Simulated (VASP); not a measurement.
Here is a VASP 6.6.1 calculation.

Contents of INCAR:

```
SYSTEM = Si2Mo
ALGO = Normal ; EDIFF = 1E-6
ENCUT = 520 ; GGA = PE
ISIF = 2 ; ISMEAR = 0
LASPH = .TRUE. ; LCHARG = .FALSE.
LREAL = .FALSE. ; LWAVE = .FALSE.
NBANDS = 31 ; NELM = 60
PREC = Accurate ; SIGMA = 0.1
```

File KPOINTS:

```
k-points
0
G
  6 6 4
  0 0 0
```

Contents of POSCAR:

```
Si2Mo
1.0
    1.6642387664     -4.3575187801      0.0000000000
    1.6642387664      4.3575187801      0.0000000000
    0.0000000000      0.0000000000      6.1452318145
Si Mo
4 2
Direct
    0.4045521431      0.5954478569      0.9787695605
    0.5954478569      0.4045521431      0.4787695605
    0.1947014129      0.8052985871      0.2072404189
    0.8052985871      0.1947014129      0.7072404189
    0.9142564988      0.0857435012      0.3138806809
    0.0857435012      0.9142564988      0.8138806809
```

Potentials or basis: VASP PAW PBE potentials, release 64 (Si, Mo_sv).

The run is started by

```sh
$ cat potpaw_PBE.64/Si/POTCAR potpaw_PBE.64/Mo_sv/POTCAR > POTCAR
$ mpirun -np 1 vasp_std > vasp.out
```

**Question.** Estimate the largest force.

**Answer.** 0.066 eV/Å.

**Question.** What does it give for the band gap on the k mesh?

**Answer.** Zero (bands 22 and 23 overlap by 0.32 eV).

Forces in eV/Å, atoms in the order of the input:
```
Si   0.000  0.038  0.025
Si   0.000 -0.038  0.025
Si   0.000  0.023 -0.002
Si   0.000 -0.023 -0.002
Mo   0.000  0.062 -0.023
Mo   0.000 -0.062 -0.023
```
